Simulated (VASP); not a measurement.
Here is a VASP 6.6.1 calculation.

INCAR

```
SYSTEM = AlN
PREC = Accurate
ENCUT = 520
EDIFF = 1E-6
ISMEAR = 0
SIGMA = 0.01
LREAL = .False.
LASPH = .True.
NELM = 80
ALGO = Normal
ISIF = 2
LWAVE = .False.
LCHARG = .False.
GGA = PS
NBANDS = 16
```

The input KPOINTS:

```
Automatic mesh
0
Gamma
  9 9 6
  0 0 0
```

Contents of POSCAR:

```
AlN
1.0
    3.1135756617      0.0000000000      0.0000000000
   -1.5567878308      2.6964356196      0.0000000000
    0.0000000000      0.0000000000      4.9831268447
Al N
2 2
Direct
    0.3333333333      0.6666666667     -0.0088552477
    0.6666666667      0.3333333333      0.4911447523
    0.3333333333      0.6666666667      0.3908552477
    0.6666666667      0.3333333333      0.8908552477
```

Potentials or basis: VASP PAW PBE potentials, release 64 (Al, N).

Run with:

```sh
$ cat potpaw_PBE.64/Al/POTCAR potpaw_PBE.64/N/POTCAR > POTCAR
$ mpirun -np 1 vasp_std > vasp.out
```

Q: Predict the band gap on the k mesh.

A: 3.84 eV, direct.

Q: Estimate the largest force.

A: 0.853 eV/Å.

Q: What does it give for the pressure?

A: 0.5 GPa.

Stress tensor (GPa, compression positive):
```
 3.89  0.00  0.00
 0.00  3.89  0.00
 0.00  0.00 -6.44
```

Caveat: the PAW data sets were made with another functional, which shifts forces and pressure a little. PBEsol gaps usually lie below the measured ones, often by a third to a half.
